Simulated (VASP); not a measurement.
# MgS (P6_3mc) in VASP: a series of runs

MgS is run at these levels: r2SCAN; tasks: single point.

Program: VASP 6.6.1. These are calculated values, not measurements. Logs are shortened: lines on timing, memory, paths and dates and some standing lists are left out, and cuts for length are marked.

### Step 1. The cell of the first run

Symmetry: P6_3mc, No. 186, hexagonal system. The conventional cell has a = 4.029 Å, b = 4.029 Å, c = 6.454 Å, α = 90.00°, β = 90.00°, γ = 120.00°. Within 3.2 Å of Mg (site symmetry 3m) lie 4 S at 2.45 to 2.46 Å. Within 3.2 Å of S (site symmetry 3m) lie 4 Mg at 2.45 to 2.46 Å.

### Step 2. Single point, r2SCAN

Input file POSCAR:

```
MgS
1.0
    4.0286256282      0.0000000000      0.0000000000
   -2.0143128141      3.4888921364      0.0000000000
    0.0000000000      0.0000000000      6.4543928025
Mg S
2 2
Direct
    0.3333333333      0.6666666667     -0.0028727188
    0.6666666667      0.3333333333      0.4971272812
    0.3333333333      0.6666666667      0.3778727188
    0.6666666667      0.3333333333      0.8778727188
```

Input file INCAR.step1:

```
PREC = Accurate
ENCUT = 520
ISMEAR = 0
SIGMA = 0.01
LREAL = False
LASPH = True
NELM = 60
NBANDS = 16
GGA = PE
ALGO = Normal
EDIFF = 1E-4
LWAVE = True
LCHARG = False
```

Input file INCAR.step2:

```
PREC = Accurate
ENCUT = 520
EDIFF = 1E-6
ISMEAR = 0
SIGMA = 0.01
LREAL = False
LASPH = True
NELM = 60
ALGO = Normal
ISIF = 2
LWAVE = False
LCHARG = False
METAGGA = R2SCAN
LMIXTAU = True
NBANDS = 16
ISTART = 1
```

Input file KPOINTS:

```
regular mesh
0
Gamma
  6 6 4
```

Potentials or basis: VASP PAW PBE potentials, release 64 (Mg, S).

Run with:

```sh
> cat potpaw_PBE.64/Mg/POTCAR potpaw_PBE.64/S/POTCAR > POTCAR
> cp INCAR.step1 INCAR
> mpirun -np 1 vasp_std > vasp.out
> cp INCAR.step2 INCAR
> mpirun -np 1 vasp_std > vasp.out
```

OUTCAR:

```text
PREC = Accurate
   ENCUT = 520
   EDIFF = 1E-6
   ISMEAR = 0
   LREAL = False
   LASPH = True
   NELM = 60
   ISIF = 2
   METAGGA = R2SCAN
   ISTART = 1

 ion  position               nearest neighbor table
   1  0.333  0.667  0.997-   4 2.45   4 2.45   4 2.45   3 2.46
   2  0.667  0.333  0.497-   3 2.45   3 2.45   3 2.45   4 2.46
   3  0.333  0.667  0.378-   2 2.45   2 2.45   2 2.45   1 2.46
   4  0.667  0.333  0.878-   1 2.45   1 2.45   1 2.45   2 2.46

  LATTYP: Found a hexagonal cell.
 ALAT       =     4.0286256282
 C/A-ratio  =     1.6021326870

  Lattice vectors:

 A1 = (   4.0286256282,   0.0000000000,   0.0000000000)
 A2 = (  -2.0143128141,   3.4888921364,   0.0000000000)
 A3 = (   0.0000000000,   0.0000000000,   6.4543928025)

Analysis of symmetry for initial positions (statically):
=====================================================================
 Subroutine PRICEL returns:
 Original cell was already a primitive cell.

 Routine SETGRP: Setting up the symmetry group for a
 hexagonal supercell.

 Subroutine GETGRP returns: Found 12 space group operations
 (whereof  6 operations were pure point group operations)
 out of a pool of 24 trial point group operations.

The static configuration has the point symmetry C_3v.
 The point group associated with its full space group is C_6v.

Analysis of symmetry for dynamics (positions and initial velocities):
=====================================================================
 Subroutine PRICEL returns:
 Original cell was already a primitive cell.

 Routine SETGRP: Setting up the symmetry group for a
 hexagonal supercell.

 Subroutine GETGRP returns: Found 12 space group operations
 (whereof  6 operations were pure point group operations)
 out of a pool of 24 trial point group operations.

The dynamic configuration has the point symmetry C_3v.
 The point group associated with its full space group is C_6v.

 Subroutine INISYM returns: Found 12 space group operations
 (whereof  6 operations are pure point group operations),
 and found     1 'primitive' translations

----------------------------------------------------------------------------------------

                                     Primitive cell

  volume of cell :      90.7193

  direct lattice vectors                    reciprocal lattice vectors
     4.028625628  0.000000000  0.000000000     0.248223611  0.143311969  0.000000000
    -2.014312814  3.488892136  0.000000000     0.000000000  0.286623937  0.000000000
     0.000000000  0.000000000  6.454392803     0.000000000  0.000000000  0.154933242

  length of vectors
     4.028625628  4.028625628  6.454392803     0.286623937  0.286623937  0.154933242

  position of ions in fractional coordinates (direct lattice)
     0.333333333  0.666666667  0.997127281
     0.666666667  0.333333333  0.497127281
     0.333333333  0.666666667  0.377872719
     0.666666667  0.333333333  0.877872719

  ion indices of the primitive-cell ions
   primitive index   ion index
                 1           1
                 2           2
                 3           3
                 4           4

----------------------------------------------------------------------------------------

 KPOINTS: regular mesh

Automatic generation of k-mesh.
 Grid dimensions read from file:
 generate k-points for:    6    6    4

 Generating k-lattice:

  Cartesian coordinates                     Fractional coordinates (reciprocal lattice)
     0.041370602  0.023885328  0.000000000     0.166666667  0.000000000  0.000000000
     0.000000000  0.047770656  0.000000000     0.000000000  0.166666667  0.000000000
     0.000000000  0.000000000  0.038733310     0.000000000  0.000000000  0.250000000

  Length of vectors
     0.047770656  0.047770656  0.038733310

  Shift w.r.t. Gamma in fractional coordinates (k-lattice)
     0.000000000  0.000000000  0.000000000

 Subroutine IBZKPT returns following result:
 ===========================================

 Found     21 irreducible k-points:

 Following reciprocal coordinates:
            Coordinates               Weight
  0.000000  0.000000  0.000000      1.000000
  0.166667  0.000000  0.000000      6.000000
  0.333333  0.000000  0.000000      6.000000
  0.500000  0.000000  0.000000      3.000000
  0.166667  0.166667  0.000000      6.000000
  0.333333  0.166667  0.000000     12.000000
[... 13 lines left out ...]
  0.333333  0.166667  0.500000     12.000000
  0.333333  0.333333  0.500000      2.000000
   k-points           NKPTS =     21   k-points in BZ     NKDIM =     21   number of bands    NBANDS=     16
   number of dos      NEDOS =    301   number of ions     NIONS =      4
   total plane-waves  NPLWV =  43200
   dimension x,y,z NGX =    30 NGY =   30 NGZ =   48
   dimension x,y,z NGXF=    60 NGYF=   60 NGZF=   96
   ions per type =               2   2
   NGX,Y,Z   is equivalent  to a cutoff of  12.38, 12.38, 12.36 a.u.
   NGXF,Y,Z  is equivalent  to a cutoff of  24.76, 24.76, 24.73 a.u.
 SYSTEM =  unknown system
   PREC   = accura    normal or accurate (medium, high low for compatibility)
   ISTART =      1    job   : 0-new  1-cont  2-samecut
   ICHARG =      0    charge: 1-file 2-atom 10-const
   ISPIN  =      1    spin polarized calculation?
   LNONCOLLINEAR =      F non collinear calculations
   LSORBIT =      F    spin-orbit coupling
   LASPH  =      T    aspherical Exc in radial PAW
   ENCUT  =  520.0 eV  38.22 Ry    6.18 a.u.   7.49  7.49 12.00*2*pi/ulx,y,z
   NELM   =     60;   NELMIN=  2; NELMDL=  0     # of ELM steps
   EDIFF  = 0.1E-05   stopping-criterion for ELM
   LREAL  =      F    real-space projection
   EDIFFG = 0.1E-04   stopping-criterion for IOM
   NSW    =      0    number of steps for IOM
   IBRION =     -1    ionic relax: 0-MD 1-quasi-New 2-CG
   NFREE  =      0    steps in history (QN), initial steepest desc. (CG)
   ISIF   =      2    stress and relaxation
   ISYM   =      2    0-nonsym 1-usesym 2-fastsym
   POTIM  = 0.5000    time-step for ionic-motion
   TEBEG  =    0.0;   TEEND  =   0.0 temperature during run
   PSTRESS=    0.0 pullay stress
   NELECT =      16.0000    total number of electrons
   NUPDOWN=      -1.0000    fix difference up-down
   EMIN   =  10.00;   EMAX   =-10.00  energy-range for DOS
   EFERMI =   0.00;   METHOD = LEGACY
   ISMEAR =     0;   SIGMA  =   0.01  broadening in eV -4-tet -1-fermi 0-gaus
   EFERMI_NEDOS =   21; number of points for ismear=-14 and -15
   IALGO  =     38    algorithm
   IMIX   =      4    mixing-type and parameters
     AMIX     =   0.40;   BMIX     =  1.00
     AMIX_MAG =   1.60;   BMIX_MAG =  1.00
  volume/ion in A,a.u.               =      22.68       153.05
  Fermi-wavevector in a.u.,A,eV,Ry     =   0.918082  1.734924 11.468008  0.842875
  Thomas-Fermi vector in A             =   2.043124
   LORBIT       =      0    0 simple, 1 ext, 2 COOP (PROOUT), +10 PAW based schemes
   METAGGA = R2SCAN    functional components
   LHFCALC =     F    Hartree Fock is set to
   AEXX    =    0.0000 exact exchange contribution
   IVDW    =     0    specifies the selected vdW correction
   LEPSILON=     F    determine dielectric tensor
   LRPA    =     F    only Hartree local field effects (RPA)
 non-spin polarized calculation
 Gauss-broadening in eV      SIGMA  =   0.01
  energy-cutoff  :      520.00
  volume of cell :       90.72
 maximum number of plane-waves:      2463
 NGX is ok and might be reduce to    30
   NGX = 15   NGY = 15   NGZ = 25

 number of electron      16.0000003 magnetization

 Free energy of the ion-electron system (eV)
  ---------------------------------------------------
  ext. energy  EPLUGINS =         0.00000000
  ---------------------------------------------------
  free energy    TOTEN  =       -30.93579781 eV

  energy without entropy =      -30.93579781  energy(sigma->0) =      -30.93579781

 E-fermi :   0.9567     XC(G=0):  -8.7703

 val. band max:        0.8695391930   @ k =   0.0000   0.0000   0.0000
 cond. band min:       5.0042493841   @ k =   0.0000   0.0000   0.0000
 fundamental gap:      4.1347101911
 Fermi energy:         0.9566848972

 k-point     1 :       0.0000    0.0000    0.0000
  band No.  band energies     occupation
      1     -10.9804      2.00000
      2     -10.2420      2.00000
      3      -2.3597      2.00000
      4       0.3350      2.00000
      5       0.3350      2.00000
      6       0.7522      2.00000
[... 8 lines left out ...]
     15      10.0614      0.00000
     16      10.6919      0.00000

 k-point     2 :       0.1667    0.0000    0.0000
  band No.  band energies     occupation
      1     -10.8440      2.00000
      2     -10.1761      2.00000
      3      -2.1414      2.00000
      4      -0.4179      2.00000
      5      -0.0090      2.00000
      6       0.1262      2.00000
[... 8 lines left out ...]
     15      10.1916      0.00000
     16      10.2227      0.00000

 k-point     3 :       0.3333    0.0000    0.0000
  band No.  band energies     occupation
      1     -10.5205      2.00000
      2     -10.0654      2.00000
      3      -1.6940      2.00000
      4      -1.4675      2.00000
      5      -1.0741      2.00000
      6      -0.2065      2.00000
[... 8 lines left out ...]
     15      10.2170      0.00000
     16      11.7481      0.00000

 k-point     4 :       0.5000    0.0000    0.0000
  band No.  band energies     occupation
      1     -10.2984      2.00000
      2     -10.0531      2.00000
      3      -2.1205      2.00000
      4      -1.5441      2.00000
      5      -1.0052      2.00000
      6      -0.3489      2.00000
[... 8 lines left out ...]
     15      10.6093      0.00000
     16      12.8501      0.00000

 k-point     5 :       0.1667    0.1667    0.0000
  band No.  band energies     occupation
      1     -10.6116      2.00000
      2     -10.0874      2.00000
      3      -1.7475      2.00000
      4      -1.0314      2.00000
      5      -1.0243      2.00000
      6      -0.1492      2.00000
[... 8 lines left out ...]
     15      10.5452      0.00000
     16      10.7864      0.00000

 k-point     6 :       0.3333    0.1667    0.0000
  band No.  band energies     occupation
      1     -10.3086      2.00000
      2     -10.0452      2.00000
      3      -1.8446      2.00000
      4      -1.4159      2.00000
      5      -1.0360      2.00000
      6      -0.7052      2.00000
[... 8 lines left out ...]
     15      10.4415      0.00000
     16      12.0189      0.00000
[... 210 lines left out ...]
 k-point    18 :       0.5000    0.0000    0.5000
  band No.  band energies     occupation
      1     -10.1733      2.00000
      2     -10.1733      2.00000
      3      -2.2217      2.00000
      4      -2.2217      2.00000
      5       0.0049      2.00000
      6       0.0049      2.00000
[... 8 lines left out ...]
     15      11.0923      0.00000
     16      11.0923      0.00000

 k-point    19 :       0.1667    0.1667    0.5000
  band No.  band energies     occupation
      1     -10.3613      2.00000
      2     -10.3613      2.00000
      3      -1.5539      2.00000
      4      -1.5539      2.00000
      5      -0.1452      2.00000
      6      -0.1452      2.00000
[... 8 lines left out ...]
     15      10.4610      0.00000
     16      10.4610      0.00000

 k-point    20 :       0.3333    0.1667    0.5000
  band No.  band energies     occupation
      1     -10.1752      2.00000
      2     -10.1752      2.00000
      3      -2.0130      2.00000
      4      -2.0130      2.00000
      5      -0.5500      2.00000
      6      -0.5500      2.00000
[... 8 lines left out ...]
     15      11.0102      0.00000
     16      11.0102      0.00000

 k-point    21 :       0.3333    0.3333    0.5000
  band No.  band energies     occupation
      1     -10.1112      2.00000
      2     -10.1112      2.00000
      3      -1.8866      2.00000
      4      -1.8866      2.00000
      5      -1.1215      2.00000
      6      -1.1215      2.00000
[... 8 lines left out ...]
     15      10.8294      0.00000
     16      10.8294      0.00000

------------------------ aborting loop because EDIFF is reached ----------------------------------------

  FORCE on cell =-STRESS in cart. coord.  units (eV):
  Direction    XX          YY          ZZ          XY          YZ          ZX
  --------------------------------------------------------------------------------------
  -------------------------------------------------------------------------------------
  Total       -0.1618773     -0.1618773     -0.1488040      0.0000000      0.0000000      0.0000000
  in kB       -2.8588845     -2.8588845     -2.6280001      0.0000000      0.0000000      0.0000000
  external PRESSURE =      -2.7819230 kB  Pullay stress =       0.0000000 kB

 VOLUME and BASIS-vectors are now :
 -----------------------------------------------------------------------------
  energy-cutoff  :      520.00
  volume of cell :       90.72
      direct lattice vectors                 reciprocal lattice vectors
     4.028625628  0.000000000  0.000000000     0.248223611  0.143311969  0.000000000
    -2.014312814  3.488892136  0.000000000     0.000000000  0.286623937  0.000000000
     0.000000000  0.000000000  6.454392803     0.000000000  0.000000000  0.154933242

 POSITION                                       TOTAL-FORCE (eV/Angst)
 -----------------------------------------------------------------------------------
     -0.00000      2.32593      6.43585         0.000000     -0.000000      0.002732
      2.01431      1.16296      3.20865        -0.000000     -0.000000      0.002732
     -0.00000      2.32593      2.43894        -0.000000      0.000000     -0.002732
      2.01431      1.16296      5.66614        -0.000000      0.000000     -0.002732
 -----------------------------------------------------------------------------------
    total drift:                               -0.000000      0.000000      0.011321

  FREE ENERGIE OF THE ION-ELECTRON SYSTEM (eV)
  ---------------------------------------------------
  free  energy   TOTEN  =       -30.9357978066 eV

  energy  without entropy=      -30.9357978066  energy(sigma->0) =      -30.93579781
```

Wall time 61 s (1 thread of Intel Xeon 6975P-C (Granite Rapids), shared host); peak memory 0.21 GiB.

Results:

* Free energy: -30.9358 eV
* Pressure: -0.3 GPa
* Band gap on the k mesh: 4.13 eV, direct

Forces in eV/Å, atoms in the order of the input:
```
Mg   0.000  0.000  0.003
Mg   0.000  0.000  0.003
S    0.000  0.000 -0.003
S    0.000  0.000 -0.003
```

Caveat: the PAW data sets were made with another functional, which shifts forces and pressure a little.

### Step 3. Single point, r2SCAN (volume changed by +3%)

Input file POSCAR:

```
MgS
1.0
    4.0685156049      0.0000000000      0.0000000000
   -2.0342578024      3.5234378695      0.0000000000
    0.0000000000      0.0000000000      6.5183018380
Mg S
2 2
Direct
    0.3333333333      0.6666666667     -0.0028727188
    0.6666666667      0.3333333333      0.4971272812
    0.3333333333      0.6666666667      0.3778727188
    0.6666666667      0.3333333333      0.8778727188
```

Input file INCAR.step1:

```
ALGO = Normal
EDIFF = 1E-4
ENCUT = 520
GGA = PE
ISMEAR = 0
LASPH = T
LCHARG = F
LREAL = F
LWAVE = T
NBANDS = 16
NELM = 60
PREC = Accurate
SIGMA = 0.01
```

Input file INCAR.step2:

```
ALGO = Normal
EDIFF = 1E-6
ENCUT = 520
ISIF = 2
ISMEAR = 0
ISTART = 1
LASPH = T
LCHARG = F
LMIXTAU = T
LREAL = F
LWAVE = F
METAGGA = R2SCAN
NBANDS = 16
NELM = 60
PREC = Accurate
SIGMA = 0.01
```

Input file KPOINTS:

```
k-points
0
Gamma
  6 6 4
```

Potentials or basis: VASP PAW PBE potentials, release 64 (Mg, S).

Run with:

```sh
> cat potpaw_PBE.64/Mg/POTCAR potpaw_PBE.64/S/POTCAR > POTCAR
> cp INCAR.step1 INCAR
> mpirun -np 1 vasp_std > vasp.out
> cp INCAR.step2 INCAR
> mpirun -np 1 vasp_std > vasp.out
```

It took 59 s on 1 thread of Intel Xeon 6975P-C (Granite Rapids), shared host; peak memory 0.21 GiB.

Results (log left out):

```
Free energy            : -30.9170 eV
Pressure               : -1.9 GPa
Largest force          : 0.007 eV/Å
Band gap on the k mesh : 3.98 eV, direct
```

Forces on the atoms (eV/Å):
```
Mg   0.000  0.000  0.007
Mg   0.000  0.000  0.007
S    0.000  0.000 -0.007
S    0.000  0.000 -0.007
```

Stress tensor (GPa, compression positive):
```
-1.97  0.00  0.00
 0.00 -1.97  0.00
 0.00  0.00 -1.89
```

Levels at points of the mesh, in eV from the valence-band top:
| k point | band 4 | band 5 | band 6 | band 7 | band 8 | band 9 | band 10 | band 11 | band 12 | band 13 |
| --- | --- | --- | --- | --- | --- | --- | --- | --- | --- | --- |
| (0.00, 0.00, 0.00) | -0.52 | -0.52 | -0.11 | -0.11 | 0.00 | 3.98 | 5.30 | 8.08 | 8.08 | 8.77 |
| (0.50, 0.00, 0.00) | -2.34 | -1.81 | -1.18 | -0.88 | -0.43 | 5.28 | 5.68 | 6.34 | 8.05 | 8.86 |
| (0.00, 0.00, 0.50) | -1.84 | -0.32 | -0.32 | -0.32 | -0.32 | 5.46 | 5.46 | 8.16 | 8.16 | 8.22 |
| (0.50, 0.00, 0.50) | -3.00 | -0.84 | -0.84 | -0.77 | -0.77 | 5.15 | 5.15 | 6.88 | 6.88 | 9.81 |

Caveat: the PAW data sets were made with another functional, which shifts forces and pressure a little.
